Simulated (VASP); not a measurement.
# Si2W (MoSi2 type) (I4/mmm) in VASP: density of states with LDA

Aim: the density of states of Si2W (MoSi2 type) with LDA.

Program: VASP 6.6.1. These are calculated values, not measurements. Logs are shortened: lines on timing, memory, paths and dates and some standing lists are left out, and cuts for length are marked.

## Step 1: The cell of the first run

It takes space group I4/mmm (No. 139, tetragonal). Conventional cell: a = 3.185 Å, b = 3.185 Å, c = 7.772 Å, α = 90.00°, β = 90.00°, γ = 90.00°. Within 3.4 Å of W (site symmetry 4/mmm) lie 10 Si at 2.59 to 2.60 Å and 4 W at 3.19 Å. Si (site symmetry 4mm) has 9 Si at 2.57 to 3.19 Å and 5 W at 2.59 to 2.60 Å within 3.4 Å.

## Step 2: Density of states, LDA

Contents of POSCAR:

```
Si2W
1.0
   -1.5925534336      1.5925534336      3.8858862390
    1.5925534336     -1.5925534336      3.8858862390
    1.5925534336      1.5925534336     -3.8858862390
W Si
1 2
Direct
    0.0000000000      0.0000000000      0.0000000000
    0.3346524719      0.3346524719      0.0000000000
   -0.3346524719     -0.3346524719      0.0000000000
```

Contents of INCAR.step1:

```
  ALGO = Normal
  EDIFF = 1E-7
  ENCUT = 520
  ISIF = 2
  ISMEAR = -1
  LASPH = T
  LCHARG = T
  LMAXMIX = 4
  LREAL = F
  LWAVE = F
  NBANDS = 18
  NELM = 60
  PREC = Accurate
  SIGMA = 0.08
```

Contents of KPOINTS.step1:

```
k-points
0
Gamma
  14 14 14
```

Contents of INCAR.step2:

```
  ALGO = Normal
  EDIFF = 1E-7
  ENCUT = 520
  ICHARG = 11
  ISIF = 2
  ISMEAR = -5
  LASPH = T
  LCHARG = F
  LMAXMIX = 4
  LORBIT = 11
  LREAL = F
  LWAVE = F
  NEDOS = 1001
  NELM = 60
  PREC = Accurate
  SIGMA = 0.08
```

Contents of KPOINTS.step2:

```
k-points
0
Gamma
  21 21 21
```

Potentials or basis: VASP PAW LDA potentials, release 64 (W_sv, Si).

Command:

```
cat potpaw_LDA.64/W_sv/POTCAR potpaw_LDA.64/Si/POTCAR > POTCAR
cp INCAR.step1 INCAR
cp KPOINTS.step1 KPOINTS
mpirun -np 1 vasp_std > vasp.out
cp INCAR.step2 INCAR
cp KPOINTS.step2 KPOINTS
mpirun -np 1 vasp_std > vasp.out
```

OUTCAR:

```text
EDIFF = 1E-7
   ENCUT = 520
   ICHARG = 11
   ISIF = 2
   ISMEAR = -5
   LASPH = T
   LORBIT = 11
   LREAL = F
   NELM = 60
   PREC = Accurate

 ion  position               nearest neighbor table
   1  0.000  0.000  0.000-   3 2.59   3 2.59   3 2.59   2 2.59   2 2.59   2 2.59   3 2.59   2 2.59
                             2 2.60   3 2.60
   2  0.335  0.335  0.000-   3 2.57   1 2.59   1 2.59   1 2.59   1 2.59   1 2.60   3 2.61   3 2.61
                             3 2.61   3 2.61
   3  0.665  0.665  0.000-   2 2.57   1 2.59   1 2.59   1 2.59   1 2.59   1 2.60   2 2.61   2 2.61
                             2 2.61   2 2.61

  LATTYP: Found a body centered tetragonal cell.
 ALAT       =     3.1851068672
 C/A-ratio  =     2.4400350764

  Lattice vectors:

 A1 = (  -1.5925534336,   1.5925534336,   3.8858862390)
 A2 = (   1.5925534336,  -1.5925534336,   3.8858862390)
 A3 = (   1.5925534336,   1.5925534336,  -3.8858862390)

Analysis of symmetry for initial positions (statically):
=====================================================================
 Subroutine PRICEL returns:
 Original cell was already a primitive cell.

 Routine SETGRP: Setting up the symmetry group for a
 body centered tetragonal supercell.

 Subroutine GETGRP returns: Found 16 space group operations
 (whereof 16 operations were pure point group operations)
 out of a pool of 16 trial point group operations.

The static configuration has the point symmetry D_4h.

Analysis of symmetry for dynamics (positions and initial velocities):
=====================================================================
 Subroutine PRICEL returns:
 Original cell was already a primitive cell.

 Routine SETGRP: Setting up the symmetry group for a
 body centered tetragonal supercell.

 Subroutine GETGRP returns: Found 16 space group operations
 (whereof 16 operations were pure point group operations)
 out of a pool of 16 trial point group operations.

The dynamic configuration has the point symmetry D_4h.

 Subroutine INISYM returns: Found 16 space group operations
 (whereof 16 operations are pure point group operations),
 and found     1 'primitive' translations

----------------------------------------------------------------------------------------

                                     Primitive cell

  volume of cell :      39.4219

  direct lattice vectors                    reciprocal lattice vectors
    -1.592553434  1.592553434  3.885886239     0.000000000  0.313961208  0.128670777
[... 105 lines left out ...]
   ISMEAR =    -5;   SIGMA  =   0.08  broadening in eV -4-tet -1-fermi 0-gaus
   EFERMI_NEDOS =   21; number of points for ismear=-14 and -15
   IALGO  =     38    algorithm
   IMIX   =      4    mixing-type and parameters
     AMIX     =   0.40;   BMIX     =  1.00
     AMIX_MAG =   1.60;   BMIX_MAG =  1.00
  volume/ion in A,a.u.               =      13.14        88.68
  Fermi-wavevector in a.u.,A,eV,Ry     =   1.347834  2.547037 24.717107  1.816656
  Thomas-Fermi vector in A             =   2.475552
   LORBIT       =     11    0 simple, 1 ext, 2 COOP (PROOUT), +10 PAW based schemes
   GGA     = CA    functional components
   LHFCALC =     F    Hartree Fock is set to
   AEXX    =    0.0000 exact exchange contribution
   IVDW    =     0    specifies the selected vdW correction
   LEPSILON=     F    determine dielectric tensor
   LRPA    =     F    only Hartree local field effects (RPA)
 non-spin polarized calculation
 Fermi weights with tetrahedron method with Bloechl corrections
  energy-cutoff  :      520.00
  volume of cell :       39.42
 maximum number of plane-waves:      1079
 NGX is ok and might be reduce to    36

 number of electron      21.9999999 magnetization

 Free energy of the ion-electron system (eV)
  ---------------------------------------------------
  ext. energy  EPLUGINS =         0.00000000
  ---------------------------------------------------
  free energy    TOTEN  =       -27.35589978 eV

  energy without entropy =      -27.35589978  energy(sigma->0) =      -27.35589978

 E-fermi :  12.2471     XC(G=0): -12.7673

 val. band max:       12.2845635932   @ k =  -0.1429  -0.2381   0.1429
 cond. band min:      12.2248225379   @ k =  -0.4286  -0.4762   0.2857
 fundamental gap:     -0.0597410553
 Fermi energy:        12.2471088219

 k-point     1 :       0.0000    0.0000    0.0000
  band No.  band energies     occupation
      1     -61.0934      2.00000
      2     -25.6445      2.00000
      3     -25.6027      2.00000
      4     -25.6027      2.00000
      5      -1.9486      2.00000
      6       5.2739      2.00000
      7       8.5753      2.00000
      8       8.7861      2.00000
      9       9.3607      2.00000
     10       9.3607      2.00000
     11      12.8808      0.00000
     12      15.1650      0.00000
     13      15.1851      0.00000
     14      15.4483      0.00000
[... 401 lines left out ...]
      2     -25.8160      2.00000
      3     -25.6271      2.00000
      4     -25.5882      2.00000
      5       0.6045      2.00000
      6       3.8966      2.00000
      7       6.7898      2.00000
      8       7.3527      2.00000
      9       9.5399      2.00000
     10       9.7068      2.00000
     11      11.0582      2.00000
     12      14.3629      0.00000
     13      15.1670      0.00000
     14      15.9604      0.00000
     15      16.8431      0.00000

 [... further k-points ...]
[... 5 lines left out ...]
  --------------------------------------------------------------------------------------
  -------------------------------------------------------------------------------------
  Total        0.2257220      0.2257220      0.2283613      0.0000000      0.0000000     -0.0000000
  in kB        9.1737376      9.1737376      9.2810065      0.0000000      0.0000000     -0.0000000
  external PRESSURE =       9.2094939 kB  Pullay stress =       0.0000000 kB

 VOLUME and BASIS-vectors are now :
 -----------------------------------------------------------------------------
  energy-cutoff  :      520.00
  volume of cell :       39.42
      direct lattice vectors                 reciprocal lattice vectors
    -1.592553434  1.592553434  3.885886239     0.000000000  0.313961208  0.128670777
     1.592553434 -1.592553434  3.885886239     0.313961208  0.000000000  0.128670777
     1.592553434  1.592553434 -3.885886239     0.313961208  0.313961208  0.000000000

 POSITION                                       TOTAL-FORCE (eV/Angst)
 -----------------------------------------------------------------------------------
      0.00000      0.00000      0.00000        -0.000000     -0.000000     -0.000000
      0.00000      0.00000      2.60084         0.000000      0.000000      0.001344
      0.00000      0.00000      5.17093        -0.000000     -0.000000     -0.001344
 -----------------------------------------------------------------------------------
    total drift:                               -0.000000      0.000000      0.000000

  FREE ENERGIE OF THE ION-ELECTRON SYSTEM (eV)
  ---------------------------------------------------
  free  energy   TOTEN  =       -27.3558997802 eV

  energy  without entropy=      -27.3558997802  energy(sigma->0) =      -27.35589978

 total charge

# of ion       s       p       d       tot
------------------------------------------
    1        2.322   6.319   3.679  12.320
    2        0.744   0.917   0.000   1.661
    3        0.744   0.917   0.000   1.661
--------------------------------------------------
tot          3.811   8.152   3.679  15.642
```

OUTCAR.step1:

```text
EDIFF = 1E-7
   ENCUT = 520
   ISIF = 2
   ISMEAR = -1
   LASPH = T
[... 732 lines left out ...]
      0.00000      0.00000      0.00000        -0.000000     -0.000000      0.000000
      0.00000      0.00000      2.60084         0.000000      0.000000     -0.011118
      0.00000      0.00000      5.17093        -0.000000     -0.000000      0.011118
 -----------------------------------------------------------------------------------
    total drift:                               -0.000000      0.000000      0.000000

  FREE ENERGIE OF THE ION-ELECTRON SYSTEM (eV)
  ---------------------------------------------------
  free  energy   TOTEN  =       -27.3583513001 eV

  energy  without entropy=      -27.3525709462  energy(sigma->0) =      -27.35546112
```

Wall time 4.6 min (1 thread of Intel Xeon 6975P-C (Granite Rapids), shared host); peak memory 0.53 GiB.

Results:

```
Valence electrons inside the program's atomic spheres : W 12.32; Si 1.66
```

Caveat: spin-orbit coupling is left out, which moves the levels of the heavy elements; tetrahedron occupations give inexact forces and stress in metals.
